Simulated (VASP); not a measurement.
Input of a VASP 6.6.1 run:

INCAR

```
PREC = Accurate ; ENCUT = 520
EDIFF = 1E-6 ; ISMEAR = 0
SIGMA = 0.15 ; LREAL = F
LASPH = T ; NELM = 150
ALGO = Normal ; ISIF = 2
LWAVE = F ; LCHARG = T
ISPIN = 2 ; MAGMOM = 1.1 1.1
LORBIT = 11 ; NUPDOWN = 2.2
LMAXMIX = 4 ; LELF = T
LVHAR = T ; NBANDS = 20
```

Contents of KPOINTS:

```
regular mesh
0
Gamma
  24 24 12
```

The input POSCAR:

```
Co
1.0
    2.5568267613      0.0000000000      0.0000000000
   -1.2784133806      2.2142769284      0.0000000000
    0.0000000000      0.0000000000      4.1243322745
Co
2
Direct
    0.6666666667      0.3333333333      0.2500000000
    0.3333333333      0.6666666667      0.7500000000
```

Potentials or basis: VASP PAW LDA potentials, release 64 (Co).

Command:

```bash
$ cat potpaw_LDA.64/Co/POTCAR > POTCAR
$ mpirun -np 1 vasp_std > vasp.out
```

Question: What does it give for the pressure?

Answer: -34.3 GPa.

Stress tensor (GPa, compression positive):
```
-33.76   0.00   0.00
  0.00 -33.76   0.00
  0.00   0.00 -35.28
```

Caveat: the total moment is fixed, so each spin has its own Fermi level.
